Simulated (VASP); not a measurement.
Crystal: B5P.

```
CELL_PARAMETERS angstrom
-2.21255 2.21255 2.93818
2.21255 -2.21255 2.93818
2.21255 2.21255 -2.93818
ATOMIC_POSITIONS crystal
B 0.00531 0.33097 0.32565
B 0.00531 0.67966 0.67435
B 0.33097 0.00531 0.32565
B 0.67966 0.00531 0.67435
B 0.20103 0.20103 0.00000
P 0.80955 0.80955 0.00000
```

The cell was built from a structure type or drawn by symmetry, and may not be a known phase.

* Program: VASP 6.6.1
* Task: relaxation of cell and atoms
* Functional: PBE
* Potentials or basis: VASP PAW PBE potentials, release 64 (B, P)
* Cutoff: 500 eV
* k mesh: 5 × 5 × 5
* Occupations: gaussian, width 0.2 eV
* Spin: no spin polarisation

At the start: pressure 13.4 GPa; volume 9.59 Å³/atom.

Question: How do energy, volume and symmetry change on relaxing?

Answer: Over 17 steps the energy falls by 561.9 meV/atom and the volume is 13.19 Å³/atom (+37.6 %); space group I4mm (No. 107, to 0.1 Å) before and after.

The path:
```
step  energy change (eV)  largest force (eV/Å)  pressure (GPa)  volume (Å³)
   1              0.0000                5.8278           13.44        57.53
   2             -1.4017                4.0167           -4.49        64.39
   3             -2.0805                1.6903           -3.82        61.85
   4             -2.0817                1.7456           -3.68        61.76
   5             -2.3815                1.4431            5.98        60.31
   6             -2.3858                1.4910            7.59        60.09
   7             -2.6052                1.6078            7.30        61.04
   8             -2.7026                1.6776            8.32        62.40
   9             -2.8586                1.5513            7.10        64.21
  10             -3.1625                1.2349            5.17        69.68
  11             -2.9461                4.8293            7.16        80.78
  12             -3.1940                2.1053            6.46        73.82
  13             -3.3530                0.4927            1.13        77.90
  14             -3.3582                0.4735            0.10        78.84
  15             -3.3685                0.3429           -0.26        79.13
  16             -3.3692                0.3010           -0.37        79.23
  17             -3.3714                0.0524            0.27        79.14
```

Final structure:
```
B P
1.0
    -2.16600    2.16600    4.21738
     2.16600   -2.16600    4.21738
     2.16600    2.16600   -4.21738
B P
5 1
Cartesian
  1.3373 0.0000 0.1331
  2.9947 0.0000 0.1331
  0.0000 1.3373 0.1331
  0.0000 2.9947 0.1331
  2.1660 2.1660 -3.1490
  2.1660 2.1660 2.8851
```

Caveat: the volume moved by over 15 % at a fixed basis, so the end points are rough; the relaxation stopped at a loose force limit of 0.08 eV/Å, so its end isn't a converged minimum.
